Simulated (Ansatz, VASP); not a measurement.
## Two plane-wave programs on HfN

```
CELL_PARAMETERS angstrom
0.00000 2.25083 2.25083
2.25083 0.00000 2.25083
2.25083 2.25083 0.00000
ATOMIC_POSITIONS crystal
Hf 0.00000 0.00000 0.00000
N 0.50000 0.50000 0.50000
```

Alike in both runs: functional PBEsol; k mesh 15 × 15 × 15; occupations fermi-dirac, width 0.1 eV; no spin polarisation.

Ansatz relaxed the structure, and its values are those at the end. VASP's run is a single point on that final structure, the one shown.

```csv
,VASP,Ansatz
version,VASP 6.6.1,Ansatz 0.2.0
potentials or method,"VASP PAW PBE potentials, release 64 (Hf_pv, N)","PAW with Ansatz's default frozen-core files, scalar-relativistic"
plane-wave cutoff (eV),520,420
valence electrons in the cell,15,31
```

Ansatz gave:

| Quantity | Value |
| --- | --- |
| pressure (GPa) | 0.0 |

Which values does VASP return?

Pressure (GPa): -2.1.

VASP's potentials were made for PBE, not for PBEsol. VASP's potentials hold 15 valence electrons a cell and Ansatz's 31, so a difference there can come from the potentials and not from the codes.

Spin-orbit coupling is off throughout.
